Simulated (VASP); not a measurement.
# Pt (Fm-3m) in VASP: a series of runs

The runs below take Pt through relaxation of cell and atoms, with PBE+D4, r2SCAN+D4.

All numbers are computed with VASP 6.6.1; they aren't measurements. Logs are shortened: lines on timing, memory, paths and dates and some standing lists are left out, and cuts for length are marked.

## Step 1: The cell of the first run

Symmetry: Fm-3m, No. 225, cubic system. The conventional cell has a = 3.922 Å, b = 3.922 Å, c = 3.922 Å, α = 90.00°, β = 90.00°, γ = 90.00°. Pt (site symmetry m-3m) has 12 Pt at 2.77 Å within 3.7 Å.

## Step 2: Relaxation of cell and atoms, PBE+D4

INCAR reads:

```
SYSTEM = Pt
PREC = Accurate
ENCUT = 500
EDIFF = 1E-7
ISMEAR = -1
SIGMA = 0.1
LREAL = .FALSE.
LASPH = .TRUE.
NELM = 120
ALGO = Normal
ISIF = 3
LWAVE = .FALSE.
LCHARG = .FALSE.
GGA = PE
IVDW = 13
IBRION = 2
NSW = 60
EDIFFG = -0.01
GGA_COMPAT = .FALSE.
NELMIN = 4
```

KPOINTS reads:

```
regular mesh
0
G
  12 12 12
  0 0 0
```

POSCAR reads:

```
Pt
1.0
    0.0000000000      1.9609000000      1.9609000000
    1.9609000000      0.0000000000      1.9609000000
    1.9609000000      1.9609000000      0.0000000000
Pt
1
Direct
    0.0000000000      0.0000000000      0.0000000000
```

Potentials or basis: VASP PAW PBE potentials, release 64 (Pt).

The run is started by

```
> cat potpaw_PBE.64/Pt/POTCAR > POTCAR
> mpirun -np 1 vasp_std > vasp.out
```

OUTCAR:

```text
SYSTEM = Pt
   PREC = Accurate
   ENCUT = 500
   EDIFF = 1E-7
   ISMEAR = -1
   LREAL = .FALSE.
   LASPH = .TRUE.
   NELM = 120
   ISIF = 3
   GGA = PE
   IVDW = 13
   IBRION = 2
   NSW = 60
   EDIFFG = -0.01
   NELMIN = 4

 ion  position               nearest neighbor table
   1  0.000  0.000  0.000-

  LATTYP: Found a face centered cubic cell.
 ALAT       =     3.9218000000

  Lattice vectors:

 A1 = (   0.0000000000,   1.9609000000,   1.9609000000)
 A2 = (   1.9609000000,   0.0000000000,   1.9609000000)
 A3 = (   1.9609000000,   1.9609000000,   0.0000000000)

Analysis of symmetry for initial positions (statically):
=====================================================================
 Subroutine PRICEL returns:
 Original cell was already a primitive cell.

 Routine SETGRP: Setting up the symmetry group for a
 face centered cubic supercell.

 Subroutine GETGRP returns: Found 48 space group operations
 (whereof 48 operations were pure point group operations)
 out of a pool of 48 trial point group operations.

The static configuration has the point symmetry O_h .

Analysis of symmetry for dynamics (positions and initial velocities):
=====================================================================
 Subroutine PRICEL returns:
 Original cell was already a primitive cell.

 Routine SETGRP: Setting up the symmetry group for a
 face centered cubic supercell.

 Subroutine GETGRP returns: Found 48 space group operations
 (whereof 48 operations were pure point group operations)
 out of a pool of 48 trial point group operations.

The dynamic configuration has the point symmetry O_h .

 Subroutine INISYM returns: Found 48 space group operations
 (whereof 48 operations are pure point group operations),
 and found     1 'primitive' translations

----------------------------------------------------------------------------------------

                                     Primitive cell

  volume of cell :      15.0798

  direct lattice vectors                    reciprocal lattice vectors
     0.000000000  1.960900000  1.960900000    -0.254984956  0.254984956  0.254984956
     1.960900000  0.000000000  1.960900000     0.254984956 -0.254984956  0.254984956
     1.960900000  1.960900000  0.000000000     0.254984956  0.254984956 -0.254984956

  length of vectors
     2.773131374  2.773131374  2.773131374     0.441646899  0.441646899  0.441646899

  position of ions in fractional coordinates (direct lattice)
     0.000000000  0.000000000  0.000000000

  ion indices of the primitive-cell ions
   primitive index   ion index
                 1           1

[... 63 lines left out ...]
   ISTART =      0    job   : 0-new  1-cont  2-samecut
   ICHARG =      2    charge: 1-file 2-atom 10-const
   ISPIN  =      1    spin polarized calculation?
   LNONCOLLINEAR =      F non collinear calculations
   LSORBIT =      F    spin-orbit coupling
   LASPH  =      T    aspherical Exc in radial PAW
   ENCUT  =  500.0 eV  36.75 Ry    6.06 a.u.   5.06  5.06  5.06*2*pi/ulx,y,z
   NELM   =    120;   NELMIN=  4; NELMDL= -5     # of ELM steps
   EDIFF  = 0.1E-06   stopping-criterion for ELM
   LREAL  =      F    real-space projection
   EDIFFG = -.1E-01   stopping-criterion for IOM
   NSW    =     60    number of steps for IOM
   IBRION =      2    ionic relax: 0-MD 1-quasi-New 2-CG
   NFREE  =      1    steps in history (QN), initial steepest desc. (CG)
   ISIF   =      3    stress and relaxation
   ISYM   =      2    0-nonsym 1-usesym 2-fastsym
   POTIM  = 0.5000    time-step for ionic-motion
   TEBEG  =    0.0;   TEEND  =   0.0 temperature during run
   PSTRESS=    0.0 pullay stress
   NELECT =      10.0000    total number of electrons
   NUPDOWN=      -1.0000    fix difference up-down
   EMIN   =  10.00;   EMAX   =-10.00  energy-range for DOS
   EFERMI =   0.00;   METHOD = LEGACY
   ISMEAR =    -1;   SIGMA  =   0.10  broadening in eV -4-tet -1-fermi 0-gaus
   EFERMI_NEDOS =   21; number of points for ismear=-14 and -15
   IALGO  =     38    algorithm
   IMIX   =      4    mixing-type and parameters
     AMIX     =   0.40;   BMIX     =  1.00
     AMIX_MAG =   1.60;   BMIX_MAG =  1.00
  volume/ion in A,a.u.               =      15.08       101.76
  Fermi-wavevector in a.u.,A,eV,Ry     =   1.427609  2.697791 27.729605  2.038068
  Thomas-Fermi vector in A             =   2.547760
   LORBIT       =      0    0 simple, 1 ext, 2 COOP (PROOUT), +10 PAW based schemes
   GGA     = PE    functional components
   LHFCALC =     F    Hartree Fock is set to
   AEXX    =    0.0000 exact exchange contribution
   IVDW    =    13    specifies the selected vdW correction
   LEPSILON=     F    determine dielectric tensor
   LRPA    =     F    only Hartree local field effects (RPA)
 conjugate gradient relaxation of ions
 non-spin polarized calculation
  energy-cutoff  :      500.00
  volume of cell :       15.08
 maximum number of plane-waves:       392
   NGX = 11   NGY = 11   NGZ = 11

--------------------------------------- Ionic step        1  -------------------------------------------

 number of electron      10.0000001 magnetization

 Free energy of the ion-electron system (eV)
  ---------------------------------------------------
  ext. energy  EPLUGINS =         0.00000000
  ---------------------------------------------------
  free energy    TOTEN  =        -6.11334591 eV

  energy without entropy =       -6.06197192  energy(sigma->0) =       -6.08765892

------------------------ aborting loop because EDIFF is reached ----------------------------------------

  DFT-D4 for vdW energy calculation

  Edisp (eV):   -0.77248
[... 69 lines left out ...]
--------------------------------------- Ionic step        3  -------------------------------------------

 number of electron      10.0000001 magnetization

 Free energy of the ion-electron system (eV)
  ---------------------------------------------------
  ext. energy  EPLUGINS =         0.00000000
  ---------------------------------------------------
  free energy    TOTEN  =        -6.12053131 eV

  energy without entropy =       -6.06861047  energy(sigma->0) =       -6.09457089

 E-fermi :  11.1321     XC(G=0): -13.4370

 val. band max:       11.1300841445   @ k =   0.4167   0.4167   0.0000
 cond. band min:      11.1356027635   @ k =   0.4167   0.2500   0.0000
 fundamental gap:      0.0055186190
 Fermi energy:        11.1321411616

 k-point     1 :       0.0000    0.0000    0.0000
  band No.  band energies     occupation
      1       0.9796      2.00000
      2       7.3716      2.00000
      3       7.3716      2.00000
      4       7.3716      2.00000
      5       9.4965      2.00000
      6       9.4965      2.00000
      7      25.7622      0.00000
      8      30.6789      0.00000
      9      30.6789      0.00000
[... 265 lines left out ...]
 k-point    24 :      -0.4167    0.1667    0.0000
  band No.  band energies     occupation
      1       4.6774      2.00000
      2       6.7403      2.00000
      3       7.9824      2.00000
      4       8.2703      2.00000
      5      10.8153      1.91923
      6      14.1181      0.00000
      7      17.0780      0.00000
      8      25.8730      0.00000
      9      27.9750      0.00000

 [... further k-points ...]

------------------------ aborting loop because EDIFF is reached ----------------------------------------

  DFT-D4 for vdW energy calculation

  Edisp (eV):   -0.76630
[... 24 lines left out ...]
  FREE ENERGIE OF THE ION-ELECTRON SYSTEM (eV)
  ---------------------------------------------------
  free  energy   TOTEN  =        -6.8868339884 eV

  energy  without entropy=       -6.8349131492  energy(sigma->0) =       -6.86087357

 reached required accuracy - stopping structural energy minimisation
```

CONTCAR:

```text
Pt
   1.00000000000000
     0.0000000000000000    1.9666349031522665    1.9666349031522665
     1.9666349031522665    0.0000000000000000    1.9666349031522665
     1.9666349031522665    1.9666349031522665    0.0000000000000000
  Pt
     1
Direct
     0.0000000000000000    0.0000000000000000    0.0000000000000000

  0.00000000E+00  0.00000000E+00  0.00000000E+00
```

Wall time 17 s (1 thread of Intel Xeon Platinum 8488C (Sapphire Rapids), shared host); peak memory 0.14 GiB.

What came out:

```
Free energy                           : -6.8868 eV
Relaxed volume                        : 15.21 Å³/atom
Relaxed cell                          : a = 2.781 Å, b = 2.781 Å, c = 2.781 Å, α = 60.00°, β = 60.00°, γ = 60.00°
Space group after relaxing (to 0.1 Å) : Fm-3m (No. 225)
Energy gained by relaxing             : 1.0 meV/atom
Ionic steps                           : 3
Pressure after relaxing               : 0.0 GPa
Band gap on the k mesh                : zero (bands 5 and 6 overlap by 2.20 eV)
Dispersion energy per atom            : -0.766 eV
```

Step by step:
```csv
step,energy change (eV),largest force (eV/Å),pressure (GPa),volume (Å³)
1,0.0000,0.0000,2.43,15.08
2,0.0064,0.0000,-6.20,15.58
3,-0.0010,0.0000,-0.01,15.21
```

Final structure:
```xyz
1
Lattice="0.0000 1.9666 1.9666 1.9666 0.0000 1.9666 1.9666 1.9666 0.0000" Properties=species:S:1:pos:R:3 pbc="T T T"
Pt    0.0000    0.0000    0.0000
```

Levels at points of the mesh, in eV from the Fermi level:
```tsv
k point	band 2	band 3	band 4	band 5	band 6	band 7	band 8	band 9
(0.00, 0.00, 0.00)	-3.76	-3.76	-3.76	-1.64	-1.64	14.63	19.55	19.55
(0.50, 0.00, 0.00)	-3.82	-3.82	-0.47	0.01	0.01	5.75	14.19	18.89
(0.50, 0.50, 0.00)	-6.56	-0.02	0.46	0.46	1.77	8.76	11.34	11.34
```

Caveat: spin-orbit coupling is left out, which moves the levels of the heavy elements. Zero-point motion and thermal expansion aren't in these numbers.

## Step 3: Relaxation of cell and atoms, r2SCAN+D4

POSCAR is that of step 2.

INCAR.step1 reads:

```
PREC     = Accurate       # precision mode
ENCUT    = 550            # plane-wave cutoff, eV
ISMEAR   = -1             # smearing method
SIGMA    = 0.1            # smearing width, eV
LREAL    = False          # projectors in reciprocal space
LASPH    = True           # aspherical terms in the spheres
NELM     = 120            # most SCF steps
GGA      = PE             # functional
ALGO     = Normal         # electronic algorithm
EDIFF    = 1E-5           # SCF threshold, eV
LWAVE    = True           # write WAVECAR
LCHARG   = False          # write CHGCAR
GGA_COMPAT= False        
IBRION   = 2              # ionic algorithm
ISIF     = 3              # what is computed and relaxed
EDIFFG   = -0.005         # ionic threshold
NELMIN   = 4            
NSW      = 100            # ionic steps
```

INCAR.step2 reads:

```
PREC     = Accurate       # precision mode
ENCUT    = 550            # plane-wave cutoff, eV
EDIFF    = 1E-7           # SCF threshold, eV
ISMEAR   = -1             # smearing method
SIGMA    = 0.1            # smearing width, eV
LREAL    = False          # projectors in reciprocal space
LASPH    = True           # aspherical terms in the spheres
NELM     = 120            # most SCF steps
ALGO     = Normal         # electronic algorithm
ISIF     = 3              # what is computed and relaxed
LWAVE    = False          # write WAVECAR
LCHARG   = False          # write CHGCAR
METAGGA  = R2SCAN         # meta-GGA
LMIXTAU  = True         
IVDW     = 13             # dispersion correction
VDW_S6   = 1.0          
VDW_S8   = 0.6018749    
VDW_A1   = 0.51559235   
VDW_A2   = 5.77342911   
IBRION   = 2              # ionic algorithm
NSW      = 60             # ionic steps
EDIFFG   = -0.01          # ionic threshold
ISTART   = 1            
GGA_COMPAT= False        
NELMIN   = 4
```

KPOINTS reads:

```
Automatic mesh
0
Gamma
  12 12 12
```

Potentials or basis: VASP PAW PBE potentials, release 64 (Pt).

The run is started by

```
> cat potpaw_PBE.64/Pt/POTCAR > POTCAR
> cp INCAR.step1 INCAR
> mpirun -np 1 vasp_std > vasp.out
> cp INCAR.step2 INCAR
> mpirun -np 1 vasp_std > vasp.out
```

It took 1.7 min on 1 thread of Intel Xeon Platinum 8488C (Sapphire Rapids), shared host; peak memory 0.16 GiB.

It converged, with:

```yaml
Free_energy: -51.7838 eV
Relaxed_volume: 15.23 Å³/atom
Relaxed_cell: a = 2.783 Å, b = 2.783 Å, c = 2.783 Å, α = 60.00°, β = 60.00°, γ = 60.00°
Space_group_after_relaxing_to_0.1_Å: Fm-3m (No. 225)
Energy_gained_by_relaxing: 1.4 meV/atom
Ionic_steps: 3
Pressure_after_relaxing: 0.0 GPa
Band_gap_on_the_k_mesh: zero (bands 5 and 6 overlap by 2.34 eV)
Dispersion_energy_per_atom: -0.253 eV
```

Step by step:
```
step  energy change (eV)  largest force (eV/Å)  pressure (GPa)  volume (Å³)
   1              0.0000                0.0000            2.90        15.08
   2              0.0097                0.0000           -7.55        15.68
   3             -0.0014                0.0000           -0.01        15.23
```

Final structure:
```cif
data_structure
_symmetry_space_group_name_H-M 'P 1'
_symmetry_Int_Tables_number 1
_cell_length_a 2.7825
_cell_length_b 2.7825
_cell_length_c 2.7825
_cell_angle_alpha 60.000
_cell_angle_beta 60.000
_cell_angle_gamma 60.000
_cell_volume 15.23
loop_
_atom_site_label
_atom_site_type_symbol
_atom_site_fract_x
_atom_site_fract_y
_atom_site_fract_z
_atom_site_occupancy
Pt1 Pt 0.00000 0.00000 0.00000 1
```

Levels at points of the mesh, in eV from the Fermi level:
```tsv
k point	band 3	band 4	band 5	band 6	band 7	band 8
(0.00, 0.00, 0.00)	-3.88	-3.88	-1.75	-1.75	15.48	20.59
(0.50, 0.00, 0.00)	-3.97	-0.29	0.00	0.00	6.05	15.12
(0.50, 0.50, 0.00)	-0.08	0.49	0.49	1.94	9.21	11.96
```

Caveat: the PAW data sets were made with another functional, which shifts forces and pressure a little; spin-orbit coupling is left out, which moves the levels of the heavy elements.
